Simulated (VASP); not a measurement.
Wanted: the native input for a VASP 6.6.1 run.

```yaml
Task: single point
Functional: PBE
Potentials_or_basis: VASP PAW PBE potentials, release 64 (Hf_pv, Ti_sv, B)
Cutoff: 520 eV
k_mesh: 6 × 6 × 4
Occupations: gaussian, width 0.1 eV
Spin: no spin polarisation
Dipole_correction: no
Further_INCAR_settings: ALGO = Normal; EDIFF = 1e-06; NBANDS = 27
```

The structure of Hf2TiB2 lies in POSCAR:

```
Hf2TiB2
1.0
    3.9763088000      0.0000000000      0.0000000000
   -1.9881544000      3.4435844400      0.0000000000
    0.0000000000      0.0000000000      5.0446581600
Hf Ti B
2 1 2
Direct
    0.3333333300      0.6666666700      0.5000000000
    0.6666666700      0.3333333300      0.5000000000
    0.0000000000      0.0000000000      0.5000000000
    0.3333333300      0.6666666700      0.0000000000
    0.6666666700      0.3333333300      0.0000000000
```

These files were run (other wordings do the same):

INCAR

```
PREC = Accurate ; ENCUT = 520
EDIFF = 1E-6 ; ISMEAR = 0
SIGMA = 0.1 ; LREAL = F
LASPH = T ; NELM = 80
ALGO = Normal ; ISIF = 2
LWAVE = F ; LCHARG = F
GGA = PE ; NBANDS = 27
```

KPOINTS

```
Automatic mesh
0
Gamma
  6 6 4
```

Potentials or basis: VASP PAW PBE potentials, release 64 (Hf_pv, Ti_sv, B).

Command:

```sh
$ cat potpaw_PBE.64/Hf_pv/POTCAR potpaw_PBE.64/Ti_sv/POTCAR potpaw_PBE.64/B/POTCAR > POTCAR
$ mpirun -np 1 vasp_std > vasp.out
```

It gave:

* Pressure: 55.5 GPa
* Band gap on the k mesh: zero (band 19 reaches 7.12 eV, above the bottom of band 20 at 5.42 eV)

Caveat: spin-orbit coupling is left out, which moves the levels of the heavy elements.

It took 94 s on 1 thread of AMD EPYC 7R43 64-Core Processor (Zen 3) (shared host), peak memory 0.16 GiB.
